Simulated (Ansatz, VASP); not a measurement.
One calculation of Zn, two programs

```
Zn
1.0
    -1.61655    1.61655    1.61655
     1.61655   -1.61655    1.61655
     1.61655    1.61655   -1.61655
Zn
1
Direct
  0.00000 0.00000 0.00000
```

Alike in both runs: task single point; functional PBE; k mesh 18 × 18 × 18; occupations gaussian, width 0.1 eV; no spin polarisation.

```csv
,VASP,Ansatz
version,VASP 6.6.1,Ansatz 0.2.0
potentials or method,"VASP PAW PBE potentials, release 64 (Zn), cutoff 520 eV","scalar-relativistic, plane waves, PAW"
valence electrons in the cell,12,12
```

VASP gave:

| Property | Result |
| --- | --- |
| gap on the k mesh at the Fermi level (eV) | none |
| pressure (GPa) | -4.6 |

Question: Which values does Ansatz return?

Answer: gap on the k mesh at the Fermi level (eV): none; pressure (GPa): -4.8.

A gap of «none» marks a metal or a gap that the smearing closes. With one functional, cell and mesh, what is left measures potentials, basis and numerics.
